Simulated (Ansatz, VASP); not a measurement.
# In4O5 in VASP and in Ansatz

File POSCAR:

```
In4O5
1.0
    2.7435000000      1.5839600000      4.8366670000
   -2.7435000000      1.5839600000      4.8366670000
    0.0000000000     -3.1679210000      4.8366670000
In O
4 5
Direct
    0.3638220000      0.3531830000      0.3517750000
    0.1446400000      0.1456990000      0.1427710000
    0.6431650000      0.6340170000      0.6450530000
    0.8548550000      0.8580500000      0.8599180000
    0.5516270000      0.9533020000      0.2519650000
    0.9474860000      0.2410700000      0.5489890000
    0.2479580000      0.5438560000      0.9594030000
    0.4542070000      0.0509720000      0.7511570000
    0.0528960000      0.7510450000      0.4528560000
```

The input INCAR.step1:

```
ALGO = Normal
EDIFF = 1E-5
ENCUT = 520
GGA = PE
ISIF = 2
ISMEAR = -1
LASPH = True
LCHARG = False
LREAL = False
LWAVE = True
NBANDS = 51
NELM = 60
PREC = Accurate
SIGMA = 0.01
```

The input INCAR.step2:

```
ALGO = Normal
EDIFF = 1E-7
ENCUT = 520
GGA = PE
HFSCREEN = 0.2079
ISIF = 2
ISMEAR = -1
ISTART = 1
LASPH = True
LCHARG = False
LHFCALC = True
LREAL = False
LWAVE = False
NBANDS = 51
NELM = 60
PREC = Accurate
PRECFOCK = Fast
SIGMA = 0.01
```

KPOINTS

```
k-points
0
Gamma
  1 1 1
```

Input for Ansatz:

```yaml
crystal:
  lattice:
    - [2.7435, 1.58396, 4.836667]
    - [-2.7435, 1.58396, 4.836667]
    - [0.0, -3.167921, 4.836667]
  atoms:
    - { symbol: In, position: [0.363822, 0.353183, 0.351775] }
    - { symbol: In, position: [0.14464, 0.145699, 0.142771] }
    - { symbol: In, position: [0.643165, 0.634017, 0.645053] }
    - { symbol: In, position: [0.854855, 0.85805, 0.859918] }
    - { symbol: O, position: [0.551627, 0.953302, 0.251965] }
    - { symbol: O, position: [0.947486, 0.24107, 0.548989] }
    - { symbol: O, position: [0.247958, 0.543856, 0.959403] }
    - { symbol: O, position: [0.454207, 0.050972, 0.751157] }
    - { symbol: O, position: [0.052896, 0.751045, 0.452856] }
kpoints:
  mp_grid: { grid: [1, 1, 1] }
hamiltonian:
  xc: hse06
  pseudopotentials: { kind: nc }
scf:
  occupations: { method: fermi_dirac, width: "0.01 eV" }
```

Alike in both runs: task single point; functional HSE06; k mesh 1 × 1 × 1; no spin polarisation.

|  | VASP | Ansatz |
| --- | --- | --- |
| version | VASP 6.6.1 | Ansatz development build ahead of 0.2.0 |
| potentials or method | VASP PAW PBE potentials, release 64 (In_d, O) | norm-conserving potentials, plane waves, scalar-relativistic |
| plane-wave cutoff (eV) | 520 | 1240 |
| occupations | fermi-dirac, width 0.01 eV | fermi-dirac |

VASP gave:

```
gap on the k mesh at the Fermi level (eV) : 6.27
least direct gap on the mesh (eV)         : 6.27
```

Problem. What did Ansatz give for the same quantities?

Solution. gap on the k mesh at the Fermi level (eV): 6.04; least direct gap on the mesh (eV): 6.04.

The k mesh is coarse, so the values compare programs but aren't converged.
